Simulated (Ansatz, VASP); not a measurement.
SnSe: VASP beside Ansatz

```xyz
2
Lattice="0.0000 2.8405 2.8405 2.8405 0.0000 2.8405 2.8405 2.8405 0.0000" Properties=species:S:1:pos:R:3 pbc="T T T"
Sn    0.0000    0.0000    0.0000
Se    2.8405    2.8405    2.8405
```

Alike in both runs: task single point; functional LDA; k mesh 8 × 8 × 8; occupations fermi-dirac, width 0.0816 eV; no spin polarisation.

```csv
,VASP,Ansatz
version,VASP 6.6.1,Ansatz 0.2.0
potentials or method,"VASP PAW LDA potentials, release 64 (Sn_d, Se), cutoff 400 eV","all-electron LAPW, scalar-relativistic"
```

```csv
,VASP,Ansatz,Ansatz less VASP
pressure (GPa),8.6,8.4,-0.18
```

LDA's correlation is that of Perdew and Zunger in VASP and of Perdew and Wang (1992) in Ansatz. Ansatz ran all-electron here, and VASP with PAW potentials.
